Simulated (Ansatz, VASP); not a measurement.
**One calculation of SiO2, two programs**

The input INCAR:

```
SYSTEM = SiO2
PREC = Accurate ; ENCUT = 520
EDIFF = 1E-6 ; ISMEAR = 0
SIGMA = 0.02 ; LREAL = Auto
LASPH = .TRUE. ; NELM = 100
ALGO = Normal ; ISIF = 2
LWAVE = .FALSE. ; LCHARG = .TRUE.
LELF = .TRUE. ; LVHAR = .TRUE.
NBANDS = 82
```

The input KPOINTS:

```
regular mesh
0
G
  4 4 4
  0 0 0
```

POSCAR

```
SiO2
1.0
   -4.9266477401      4.9266477401      4.9266477401
    4.9266477401     -4.9266477401      4.9266477401
    4.9266477401      4.9266477401     -4.9266477401
Si O
8 16
Direct
    0.3136200470      0.3136200470      0.3136200470
    0.0000000000      0.3136200470      0.0000000000
    0.0000000000      0.0000000000      0.3136200470
    0.3136200470      0.0000000000      0.0000000000
    0.0000000000      0.0000000000      0.6863799530
    0.6863799530      0.0000000000      0.0000000000
    0.0000000000      0.6863799530      0.0000000000
    0.6863799530      0.6863799530      0.6863799530
    0.5000000000      0.5000000000      0.5000000000
    0.0000000000      0.5000000000      0.0000000000
    0.0000000000      0.0000000000      0.5000000000
    0.5000000000      0.0000000000      0.0000000000
    0.1890019630      0.1890019630      0.3780039260
    0.1890019630      0.3780039260      0.1890019630
    0.8109980370      0.0000000000      0.1890019630
    0.0000000000      0.8109980370      0.1890019630
    0.3780039260      0.1890019630      0.1890019630
    0.1890019630      0.8109980370      0.0000000000
    0.8109980370      0.1890019630      0.0000000000
    0.1890019630      0.0000000000      0.8109980370
    0.6219960740      0.8109980370      0.8109980370
    0.8109980370      0.6219960740      0.8109980370
    0.0000000000      0.1890019630      0.8109980370
    0.8109980370      0.8109980370      0.6219960740
```

Input for Ansatz:

```yaml
crystal:
  lattice:
    - [-4.9266477401, 4.9266477401, 4.9266477401]
    - [4.9266477401, -4.9266477401, 4.9266477401]
    - [4.9266477401, 4.9266477401, -4.9266477401]
  atoms:
    - { symbol: Si, position: [0.313620047, 0.313620047, 0.313620047] }
    - { symbol: Si, position: [0.0, 0.313620047, 0.0] }
    - { symbol: Si, position: [0.0, 0.0, 0.313620047] }
    - { symbol: Si, position: [0.313620047, 0.0, 0.0] }
    - { symbol: Si, position: [0.0, 0.0, 0.686379953] }
    - { symbol: Si, position: [0.686379953, 0.0, 0.0] }
    - { symbol: Si, position: [0.0, 0.686379953, 0.0] }
    - { symbol: Si, position: [0.686379953, 0.686379953, 0.686379953] }
    - { symbol: O, position: [0.5, 0.5, 0.5] }
    - { symbol: O, position: [0.0, 0.5, 0.0] }
    - { symbol: O, position: [0.0, 0.0, 0.5] }
    - { symbol: O, position: [0.5, 0.0, 0.0] }
    - { symbol: O, position: [0.189001963, 0.189001963, 0.378003926] }
    - { symbol: O, position: [0.189001963, 0.378003926, 0.189001963] }
    - { symbol: O, position: [0.810998037, 0.0, 0.189001963] }
    - { symbol: O, position: [0.0, 0.810998037, 0.189001963] }
    - { symbol: O, position: [0.378003926, 0.189001963, 0.189001963] }
    - { symbol: O, position: [0.189001963, 0.810998037, 0.0] }
    - { symbol: O, position: [0.810998037, 0.189001963, 0.0] }
    - { symbol: O, position: [0.189001963, 0.0, 0.810998037] }
    - { symbol: O, position: [0.621996074, 0.810998037, 0.810998037] }
    - { symbol: O, position: [0.810998037, 0.621996074, 0.810998037] }
    - { symbol: O, position: [0.0, 0.189001963, 0.810998037] }
    - { symbol: O, position: [0.810998037, 0.810998037, 0.621996074] }
basis:
  ecutwfc: 420
kpoints:
  mp_grid: { grid: [4, 4, 4] }
  band_path: { path: [VBM, CBM], npoints: 2 }
hamiltonian:
  xc: lda
scf:
  occupations: { method: gaussian, width: 0.02 }
output:
  forces: false
  stress: false
  eigenvalues: true
checkpoint:
  read: start.run
  write: ck
  compress: false
  write_wavefunctions: false
  write_every: 100000
```

Alike in both runs: task single point; functional LDA; k mesh 4 × 4 × 4; occupations gaussian, width 0.02 eV; no spin polarisation.

|  | VASP | Ansatz |
| --- | --- | --- |
| version | VASP 6.6.1 | Ansatz 0.2.0 |
| potentials or method | VASP PAW LDA potentials, release 64 (Si, O), cutoff 520 eV | scalar-relativistic, plane waves, PAW |
| valence electrons in the cell | 128 | 128 |

|  | VASP | Ansatz | Ansatz less VASP |
| --- | --- | --- | --- |
| gap on the k mesh at the Fermi level (eV) | 5.52 | 5.53 | +0.007 |
| least direct gap on the mesh (eV) | 5.52 | 5.53 | +0.007 |

LDA's correlation is that of Perdew and Zunger in VASP and of Perdew and Wang (1992) in Ansatz.
